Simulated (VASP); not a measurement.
Runs of VASP 6.6.1 on Ca. The structure is that of space group Im-3m (No. 229), or close to it. The cells are those of the table. This isn't the form of Ca at room conditions, which is fcc.

```tsv
task	cell	k mesh	cutoff (eV)	gap on the mesh (eV)	pressure (GPa)
single point	a = 3.562 Å, angles 109.5°, 1 atom	12 × 12 × 12	520	none	1.8
single point	a = 3.613 Å, angles 109.5°, 1 atom	12 × 12 × 12	520	none	(a)
single point	a = 3.662 Å, angles 109.5°, 1 atom	17 × 17 × 17	520	none	0.0
single point	a = 3.710 Å, angles 109.5°, 1 atom	12 × 12 × 12	520	none	(b)
single point	a = 3.662 Å, angles 109.5°, 1 atom	12 × 12 × 12	520	none	0.0
single point	a = 3.803 Å, angles 109.5°, 1 atom	12 × 12 × 12	520	none	-1.8
relaxation of cell and atoms	relaxed from a = 3.841 Å, angles 109.5°, 1 atom	10 × 10 × 10	600	none	0.0
single point	a = 3.662 Å, angles 109.5°, 1 atom	10 × 10 × 10	520	none	0.0
single point	a = 3.509 Å, angles 109.5°, 1 atom	12 × 12 × 12	520	none	2.9
single point	a = 3.757 Å, angles 109.5°, 1 atom	12 × 12 × 12	520	none	-1.3
```

Alike in all rows: level LDA; potentials or basis VASP PAW LDA potentials, release 64 (Ca_sv); no spin polarisation; smearing fermi-dirac 0.1 eV.

**Question.** Estimate the missing entries.

**Answer.** (a) 0.8; (b) -0.7.

A gap of «none» marks levels without a gap at the run's occupations.
